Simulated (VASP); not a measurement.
Set up this calculation in VASP 6.6.1, as the native input.

* Task: relaxation of cell and atoms
* Functional: PBE
* Potentials or basis: VASP PAW PBE potentials, release 64 (In_d, Re, S)
* Cutoff: 600 eV
* k mesh: 4 × 4 × 4
* Occupations: gaussian, width 0.1 eV
* Spin: collinear spin, ferromagnetic start
* Starting moments: [0.0, 1.0, 0.0, 0.0, 0.0, 0.0] μB
* Dipole correction: no
* Further INCAR settings: ALGO = Normal; EDIFF = 1e-07; IBRION = 2; EDIFFG = -0.04; NSW = 90; ISIF = 3

The structure of InReS4 lies in POSCAR:

```
InReS4
1.0
    0.0000000000      4.1090978800      4.1090978800
    4.1090978800      0.0000000000      4.1090978800
    4.1090978800      4.1090978800      0.0000000000
In Re S
1 1 4
Direct
    0.2500000000      0.2500000000      0.2500000000
    0.5000000000      0.5000000000      0.5000000000
    0.8750412900      0.3748761400      0.8750412900
    0.8750412900      0.8750412900      0.8750412900
    0.8750412900      0.8750412900      0.3748761400
    0.3748761400      0.8750412900      0.8750412900
```

One way to write it, as run:

INCAR

```
SYSTEM = InReS4
ALGO = Normal
EDIFF = 1E-7
EDIFFG = -0.04
ENCUT = 600
GGA = PE
IBRION = 2
ISIF = 3
ISMEAR = 0
ISPIN = 2
LASPH = .True.
LCHARG = .False.
LMAXMIX = 4
LORBIT = 11
LREAL = .False.
LWAVE = .False.
MAGMOM = 0 1 0 0 0 0
NELM = 150
NSW = 90
PREC = Accurate
SIGMA = 0.1
```

KPOINTS

```
k-points
0
Gamma
  4 4 4
  0 0 0
```

Potentials or basis: VASP PAW PBE potentials, release 64 (In_d, Re, S).

Run with:

```sh
$ cat potpaw_PBE.64/In_d/POTCAR potpaw_PBE.64/Re/POTCAR potpaw_PBE.64/S/POTCAR > POTCAR
$ mpirun -np 1 vasp_std > vasp.out
```

Results of the run:

```
Relaxed volume                                        : 17.34 Å³/atom
Relaxed cell                                          : a = 5.279 Å, b = 5.279 Å, c = 5.279 Å, α = 60.00°, β = 60.00°, γ = 60.00°
Space group after relaxing (to 0.05 Å)                : F-43m (No. 216)
Energy gained by relaxing                             : 130.0 meV/atom
Ionic steps                                           : 7
Pressure after relaxing                               : -0.3 GPa
Largest force after relaxing                          : 0.028 eV/Å
Net moment                                            : 0.12 μB per cell
Site moments                                          : In -0.00; Re +0.13; S -0.00 μB
Valence electrons inside the program's atomic spheres : In 11.28; Re 5.21; S 3.52
```

Caveat: the volume moved by over 15 % at a fixed basis, so the end points are rough.

Run time: 21 min on 1 thread of AMD EPYC 9R45 (Zen 5), on a shared host, peak memory 0.44 GiB.
